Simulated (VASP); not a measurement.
# Pt4Au in VASP: relaxation of the atoms with PBE+D3(BJ)

Aim: the relaxation of the atoms of Pt4Au with PBE+D3(BJ).

Everything below comes from runs of VASP 6.6.1. Logs are shortened: lines on timing, memory, paths and dates and some standing lists are left out, and cuts for length are marked.

**1. The cell of the first run**

The cell holds a slab with vacuum, 5 atoms: a = 2.778 Å, b = 2.778 Å, c = 25.805 Å, α = 90.00°, β = 90.00°, γ = 120.00°.

**2. Relaxation of the atoms, PBE+D3(BJ)**

File INCAR:

```
SYSTEM = Pt4Au
PREC = Accurate
ENCUT = 520
EDIFF = 1E-7
ISMEAR = 0
SIGMA = 0.1
LREAL = .False.
LASPH = .True.
NELM = 100
ALGO = Normal
ISIF = 2
LWAVE = .False.
LCHARG = .False.
LDIPOL = .True.
IDIPOL = 3
DIPOL = 0.5 0.5 0.509
GGA = PE
IVDW = 12
IBRION = 2
NSW = 90
EDIFFG = -0.03
```

File KPOINTS:

```
regular mesh
0
Gamma
  12 12 1
  0 0 0
```

File POSCAR:

```
Pt4Au
1.0
    2.7779442289      0.0000000000      0.0000000000
   -1.3889721145      2.4057702726      0.0000000000
    0.0000000000      0.0000000000     25.8045458948
Pt Au
4 1
Selective dynamics
Direct
    0.6666666667      0.3333333333      0.3293993250  F F F
    0.3333333333      0.6666666667      0.4172978672  F F F
    0.0000000000      0.0000000000      0.5046094467  T T T
    0.6666666667      0.3333333333      0.5935153753  T T T
    0.6666666667      0.3333333333      0.6989231593  T T T
```

Potentials or basis: VASP PAW PBE potentials, release 64 (Pt, Au).

Started as:

```sh
$ cat potpaw_PBE.64/Pt/POTCAR potpaw_PBE.64/Au/POTCAR > POTCAR
$ mpirun -np 1 vasp_std > vasp.out
```

OUTCAR:

```text
SYSTEM = Pt4Au
   PREC = Accurate
   ENCUT = 520
   EDIFF = 1E-7
   ISMEAR = 0
   LREAL = .False.
   LASPH = .True.
   NELM = 100
   ISIF = 2
   GGA = PE
   IVDW = 12
   IBRION = 2
   NSW = 90
   EDIFFG = -0.03
 IVDW          = 12

 ion  position               nearest neighbor table
   1  0.667  0.333  0.329-   2 2.78   2 2.78   2 2.78
   2  0.333  0.667  0.417-   3 2.77   3 2.77   3 2.77   1 2.78   1 2.78   1 2.78
   3  0.000  0.000  0.505-   2 2.77   2 2.77   2 2.77   4 2.80   4 2.80   4 2.80
   4  0.667  0.333  0.594-   5 2.72   3 2.80   3 2.80   3 2.80
   5  0.667  0.333  0.699-   4 2.72

  LATTYP: Found a hexagonal cell.
 ALAT       =     2.7779442289
 C/A-ratio  =     9.2890798981

  Lattice vectors:

 A1 = (   2.7779442289,   0.0000000000,   0.0000000000)
 A2 = (  -1.3889721145,   2.4057702726,   0.0000000000)
 A3 = (   0.0000000000,   0.0000000000,  25.8045458948)

Analysis of symmetry for initial positions (statically):
=====================================================================
 Subroutine PRICEL returns:
 Original cell was already a primitive cell.

 Routine SETGRP: Setting up the symmetry group for a
 hexagonal supercell.

 Subroutine GETGRP returns: Found  6 space group operations
 (whereof  6 operations were pure point group operations)
 out of a pool of 24 trial point group operations.

The static configuration has the point symmetry C_3v.

Analysis of symmetry for dynamics (positions and initial velocities):
=====================================================================
 Subroutine PRICEL returns:
 Original cell was already a primitive cell.

 Routine SETGRP: Setting up the symmetry group for a
 hexagonal supercell.

 Subroutine GETGRP returns: Found  6 space group operations
 (whereof  6 operations were pure point group operations)
 out of a pool of 24 trial point group operations.

The dynamic configuration has the point symmetry C_3v.

Analysis of constrained symmetry for selective dynamics:
=====================================================================
 Subroutine PRICEL returns:
 Original cell was already a primitive cell.

 Routine SETGRP: Setting up the symmetry group for a
 hexagonal supercell.

 Subroutine GETGRP returns: Found  6 space group operations
 (whereof  6 operations were pure point group operations)
 out of a pool of 24 trial point group operations.

The constrained configuration has the point symmetry C_3v.

 Subroutine INISYM returns: Found  6 space group operations
 (whereof  6 operations are pure point group operations),
 and found     1 'primitive' translations

----------------------------------------------------------------------------------------

                                     Primitive cell

  volume of cell :     172.4542

  direct lattice vectors                    reciprocal lattice vectors
     2.777944229  0.000000000  0.000000000     0.359978429  0.207833643  0.000000000
    -1.388972115  2.405770273  0.000000000     0.000000000  0.415667286  0.000000000
     0.000000000  0.000000000 25.804545895     0.000000000  0.000000000  0.038752862

  length of vectors
     2.777944229  2.777944229 25.804545895     0.415667286  0.415667286  0.038752862

  position of ions in fractional coordinates (direct lattice)
     0.666666667  0.333333333  0.329399325
     0.333333333  0.666666667  0.417297867
     0.000000000  0.000000000  0.504609447
     0.666666667  0.333333333  0.593515375
     0.666666667  0.333333333  0.698923159

  ion indices of the primitive-cell ions
   primitive index   ion index
                 1           1
                 2           2
                 3           3
                 4           4
                 5           5

----------------------------------------------------------------------------------------

 KPOINTS: regular mesh

Automatic generation of k-mesh.
 Grid dimensions read from file:
 generate k-points for:   12   12    1

 Generating k-lattice:

  Cartesian coordinates                     Fractional coordinates (reciprocal lattice)
     0.029998202  0.017319470  0.000000000     0.083333333  0.000000000  0.000000000
     0.000000000  0.034638941  0.000000000     0.000000000  0.083333333  0.000000000
     0.000000000  0.000000000  0.038752862     0.000000000  0.000000000  1.000000000

  Length of vectors
     0.034638941  0.034638941  0.038752862

  Shift w.r.t. Gamma in fractional coordinates (k-lattice)
     0.000000000  0.000000000  0.000000000

 Subroutine IBZKPT returns following result:
 ===========================================

 Found     19 irreducible k-points:

 Following reciprocal coordinates:
            Coordinates               Weight
  0.000000  0.000000  0.000000      1.000000
  0.083333 -0.000000  0.000000      6.000000
  0.166667  0.000000  0.000000      6.000000
  0.250000 -0.000000  0.000000      6.000000
  0.333333  0.000000  0.000000      6.000000
  0.416667 -0.000000  0.000000      6.000000
[... 11 lines left out ...]
  0.333333  0.250000  0.000000     12.000000
  0.333333  0.333333  0.000000      2.000000
   k-points           NKPTS =     19   k-points in BZ     NKDIM =     19   number of bands    NBANDS=     30
   number of dos      NEDOS =    301   number of ions     NIONS =      5
   total plane-waves  NPLWV = 110592
   dimension x,y,z NGX =    24 NGY =   24 NGZ =  192
   dimension x,y,z NGXF=    48 NGYF=   48 NGZF=  384
   ions per type =               4   1
   NGX,Y,Z   is equivalent  to a cutoff of  14.36, 14.36, 12.37 a.u.
   NGXF,Y,Z  is equivalent  to a cutoff of  28.73, 28.73, 24.74 a.u.
 SYSTEM =  Pt4Au
   PREC   = accura    normal or accurate (medium, high low for compatibility)
   ISTART =      0    job   : 0-new  1-cont  2-samecut
   ICHARG =      2    charge: 1-file 2-atom 10-const
   ISPIN  =      1    spin polarized calculation?
   LNONCOLLINEAR =      F non collinear calculations
   LSORBIT =      F    spin-orbit coupling
   LASPH  =      T    aspherical Exc in radial PAW
   ENCUT  =  520.0 eV  38.22 Ry    6.18 a.u.   5.17  5.17 47.98*2*pi/ulx,y,z
   NELM   =    100;   NELMIN=  2; NELMDL= -5     # of ELM steps
   EDIFF  = 0.1E-06   stopping-criterion for ELM
   LREAL  =      F    real-space projection
   EDIFFG = -.3E-01   stopping-criterion for IOM
   NSW    =     90    number of steps for IOM
   IBRION =      2    ionic relax: 0-MD 1-quasi-New 2-CG
   NFREE  =      1    steps in history (QN), initial steepest desc. (CG)
   ISIF   =      2    stress and relaxation
   ISYM   =      2    0-nonsym 1-usesym 2-fastsym
   POTIM  = 0.5000    time-step for ionic-motion
   TEBEG  =    0.0;   TEEND  =   0.0 temperature during run
   PSTRESS=    0.0 pullay stress
   NELECT =      51.0000    total number of electrons
   NUPDOWN=      -1.0000    fix difference up-down
   EMIN   =  10.00;   EMAX   =-10.00  energy-range for DOS
   EFERMI =   0.00;   METHOD = LEGACY
   ISMEAR =     0;   SIGMA  =   0.10  broadening in eV -4-tet -1-fermi 0-gaus
   EFERMI_NEDOS =   21; number of points for ismear=-14 and -15
   IALGO  =     38    algorithm
   IMIX   =      4    mixing-type and parameters
     AMIX     =   0.40;   BMIX     =  1.00
     AMIX_MAG =   1.60;   BMIX_MAG =  1.00
  volume/ion in A,a.u.               =      34.49       232.76
  Fermi-wavevector in a.u.,A,eV,Ry     =   1.090704  2.061132 16.185971  1.189635
  Thomas-Fermi vector in A             =   2.226934
   LORBIT       =      0    0 simple, 1 ext, 2 COOP (PROOUT), +10 PAW based schemes
   GGA     = PE    functional components
   LHFCALC =     F    Hartree Fock is set to
   AEXX    =    0.0000 exact exchange contribution
   IVDW    =    12    specifies the selected vdW correction
   LEPSILON=     F    determine dielectric tensor
   LRPA    =     F    only Hartree local field effects (RPA)
 conjugate gradient relaxation of ions
 non-spin polarized calculation
 Gauss-broadening in eV      SIGMA  =   0.10
  energy-cutoff  :      520.00
  volume of cell :      172.45
 maximum number of plane-waves:      4681
 NGX is ok and might be reduce to    24
   NGX = 11   NGY = 11   NGZ = 95

 dipolmoment           0.000000      0.000000      0.080462 electrons x Angstroem

--------------------------------------- Ionic step        1  -------------------------------------------

 number of electron      51.0000002 magnetization

 Free energy of the ion-electron system (eV)
  ---------------------------------------------------
  ext. energy  EPLUGINS =         0.00000000
  ---------------------------------------------------
  free energy    TOTEN  =       -26.49478440 eV

  energy without entropy =      -26.45264526  energy(sigma->0) =      -26.47371483

------------------------ aborting loop because EDIFF is reached ----------------------------------------

 Edisp (eV)   -2.97101

 E8    (eV) :    -1.3952

  FORCE on cell =-STRESS in cart. coord.  units (eV):
  Direction    XX          YY          ZZ          XY          YZ          ZX
  --------------------------------------------------------------------------------------
  -------------------------------------------------------------------------------------
  Total      -3.77547    -3.77547     0.86780     0.00000     0.00000     0.00000
  in kB     -35.07585   -35.07585     8.06222     0.00000     0.00000     0.00000
  external pressure =      -20.70 kB  Pullay stress =        0.00 kB
[... 153 lines left out ...]
  energy  without entropy=      -29.4271746542  energy(sigma->0) =      -29.44808417

--------------------------------------- Ionic step        5  -------------------------------------------

 number of electron      51.0000003 magnetization

 dipolmoment           0.000000      0.000000     -0.022139 electrons x Angstroem

 Free energy of the ion-electron system (eV)
  ---------------------------------------------------
  ext. energy  EPLUGINS =         0.00000000
  ---------------------------------------------------
  free energy    TOTEN  =       -26.50038864 eV

  energy without entropy =      -26.45858268  energy(sigma->0) =      -26.47948566

 E-fermi :   1.8035     XC(G=0):  -6.7281

 val. band max:        1.7851230168   @ k =   0.0833  -0.0000   0.0000
 cond. band min:       1.8099977802   @ k =   0.3333   0.0833   0.0000
 fundamental gap:      0.0248747634
 Fermi energy:         1.8035246293

 k-point     1 :       0.0000    0.0000    0.0000
  band No.  band energies     occupation
      1      -7.8343      2.00000
      2      -6.6262      2.00000
      3      -5.8886      2.00000
      4      -5.2595      2.00000
      5      -5.2192      2.00000
      6      -3.0142      2.00000
[... 616 lines left out ...]
     29       6.7758      0.00000
     30       7.7084      0.00000

------------------------ aborting loop because EDIFF is reached ----------------------------------------

 vacuum level on the upper side and lower side of the slab       (xc-potential included)        -0.411         0.180

 Edisp (eV)   -2.96877

 E8    (eV) :    -1.3942

  FORCE on cell =-STRESS in cart. coord.  units (eV):
  Direction    XX          YY          ZZ          XY          YZ          ZX
  --------------------------------------------------------------------------------------
  -------------------------------------------------------------------------------------
  Total      -3.74805    -3.74805     0.66688     0.00000     0.00000     0.00000
  in kB     -34.82108   -34.82108     6.19559     0.00000     0.00000     0.00000
  external pressure =      -21.15 kB  Pullay stress =        0.00 kB
[... 20 lines left out ...]
  FREE ENERGIE OF THE ION-ELECTRON SYSTEM (eV)
  ---------------------------------------------------
  free  energy   TOTEN  =       -29.4691587567 eV

  energy  without entropy=      -29.4273527983  energy(sigma->0) =      -29.44825578

 reached required accuracy - stopping structural energy minimisation

 vacuum level on the upper side and lower side of the slab         6.795         7.398
```

It took 15 min on 1 thread of Oxide Virtual Turin-like, shared host; peak memory 0.37 GiB.

Results:

* Free energy: -29.4692 eV
* Energy gained by relaxing: 0.7 meV/atom
* Ionic steps: 5
* Dispersion energy per atom: -0.594 eV

Step by step:
```tsv
step	energy change (eV)	largest force on free atoms (eV/Å)	pressure (GPa)
1	0.0000	0.2080	-2.07
2	-0.0024	0.0955	-2.08
3	-0.0027	0.0948	-2.08
4	-0.0032	0.0424	-2.10
5	-0.0034	0.0258	-2.11
```

Final structure:
```cif
data_structure
_symmetry_space_group_name_H-M 'P 1'
_symmetry_Int_Tables_number 1
_cell_length_a 2.7779
_cell_length_b 2.7779
_cell_length_c 25.8045
_cell_angle_alpha 90.000
_cell_angle_beta 90.000
_cell_angle_gamma 120.000
_cell_volume 172.45
loop_
_atom_site_label
_atom_site_type_symbol
_atom_site_fract_x
_atom_site_fract_y
_atom_site_fract_z
_atom_site_occupancy
Pt1 Pt 0.66667 0.33333 0.32940 1
Pt2 Pt 0.33333 0.66667 0.41730 1
Pt3 Pt 0.00000 0.00000 0.50446 1
Pt4 Pt 0.66667 0.33333 0.59294 1
Au1 Au 0.66667 0.33333 0.69973 1
```

Levels at points of the mesh, in eV from the Fermi level:
```
           k point  band 23  band 24  band 25  band 26  band 27  band 28
(0.00, 0.00, 0.00)    -1.58    -1.24    -1.24    -0.56    -0.55    -0.55
(0.50, 0.00, 0.00)     0.26     0.47     0.58     0.74     1.69     2.68
```

Caveat: the highest band is partly filled, so the run has too few bands; spin-orbit coupling is left out, which moves the levels of the heavy elements.
